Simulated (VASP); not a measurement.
Wanted: the native input for a VASP 6.6.1 run.

* Task: single point
* Functional: LDA
* Potentials or basis: VASP PAW LDA potentials, release 64 (Na_pv, Ti_sv, Te)
* Cutoff: 520 eV
* k mesh: 6 × 6 × 6
* Occupations: fermi-dirac, width 0.1 eV
* Spin: no spin polarisation
* Dipole correction: no
* Further INCAR settings: ALGO = Normal; EDIFF = 1e-06; NBANDS = 26

The structure of NaTiTe3 lies in POSCAR:

```
NaTiTe3
1.0
    5.2985248343      0.0000000000      0.0000000000
    0.0000000000      5.2985248343      0.0000000000
    0.0000000000      0.0000000000      5.2985248343
Na Ti Te
1 1 3
Direct
    0.0000000000      0.0000000000      0.0000000000
    0.5000000000      0.5000000000      0.5000000000
    0.5000000000      0.5000000000      0.0000000000
    0.0000000000      0.5000000000      0.5000000000
    0.5000000000      0.0000000000      0.5000000000
```

These files were run (other wordings do the same):

INCAR

```
SYSTEM = NaTiTe3
ALGO = Normal ; EDIFF = 1E-6
ENCUT = 520 ; GGA = CA
ISIF = 2 ; ISMEAR = -1
LASPH = .TRUE. ; LCHARG = .FALSE.
LREAL = .FALSE. ; LWAVE = .FALSE.
NBANDS = 26 ; NELM = 80
PREC = Accurate ; SIGMA = 0.1
```

KPOINTS

```
k-points
0
G
  6 6 6
  0 0 0
```

Potentials or basis: VASP PAW LDA potentials, release 64 (Na_pv, Ti_sv, Te).

The run is started by

```sh
$ cat potpaw_LDA.64/Na_pv/POTCAR potpaw_LDA.64/Ti_sv/POTCAR potpaw_LDA.64/Te/POTCAR > POTCAR
$ mpirun -np 1 vasp_std > vasp.out
```

It gave:

| Item | Value |
| --- | --- |
| Pressure | 0.1 GPa |

Run time: 65 s on 1 thread of Intel(R) Xeon(R) Platinum 8259CL CPU @ 2.50GHz (Skylake/Cascade Lake) (shared host), peak memory 0.24 GiB.
